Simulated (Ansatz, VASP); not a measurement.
# Two plane-wave programs on KBr

File INCAR:

```
SYSTEM = KBr
ALGO     = Normal         ! electronic algorithm
EDIFF    = 1E-7           ! SCF threshold, eV
ENCUT    = 520            ! plane-wave cutoff, eV
GGA      = PE             ! functional
ISIF     = 2              ! what is computed and relaxed
ISMEAR   = 0              ! smearing method
LASPH    = .TRUE.         ! aspherical terms in the spheres
LCHARG   = .TRUE.         ! write CHGCAR
LELF     = .TRUE.         ! ELF
LREAL    = .FALSE.        ! projectors in reciprocal space
LVHAR    = .TRUE.       
LWAVE    = .FALSE.        ! write WAVECAR
NBANDS   = 15             ! bands
NELM     = 100            ! most SCF steps
PREC     = Accurate       ! precision mode
SIGMA    = 0.01           ! smearing width, eV
```

KPOINTS

```
k-points
0
G
  6 6 6
  0 0 0
```

The input POSCAR:

```
KBr
1.0
    3.9609554510      0.0000000000      0.0000000000
    0.0000000000      3.9609554510      0.0000000000
    0.0000000000      0.0000000000      3.9609554510
K Br
1 1
Direct
    0.0000000000      0.0000000000      0.0000000000
    0.5000000000      0.5000000000      0.5000000000
```

Input for Ansatz:

```yaml
crystal:
  lattice:
    - [3.960955451, 0.0, 0.0]
    - [0.0, 3.960955451, 0.0]
    - [0.0, 0.0, 3.960955451]
  atoms:
    - { symbol: K, position: [0.0, 0.0, 0.0] }
    - { symbol: Br, position: [0.5, 0.5, 0.5] }
kpoints:
  mp_grid: { grid: [6, 6, 6] }
hamiltonian:
  xc: pbe
scf:
  occupations: { method: fixed }
  n_extra_bands: 4
output:
  forces: true
  stress: true
  eigenvalues: true
```

Alike in both runs: task single point; functional PBE; k mesh 6 × 6 × 6; no spin polarisation.

|  | VASP | Ansatz |
| --- | --- | --- |
| version | VASP 6.6.1 | Ansatz 0.2.0 |
| potentials or method | VASP PAW PBE potentials, release 64 (K_sv, Br) | plane waves, PAW |
| plane-wave cutoff (eV) | 520 | 420 |
| occupations | gaussian, width 0.01 eV | fixed |
| valence electrons in the cell | 16 | 16 |

```csv
,VASP,Ansatz,Ansatz less VASP
gap on the k mesh at the Fermi level (eV),4.06,4.06,+0.001
pressure (GPa),1.1,1.1,-0.04
```
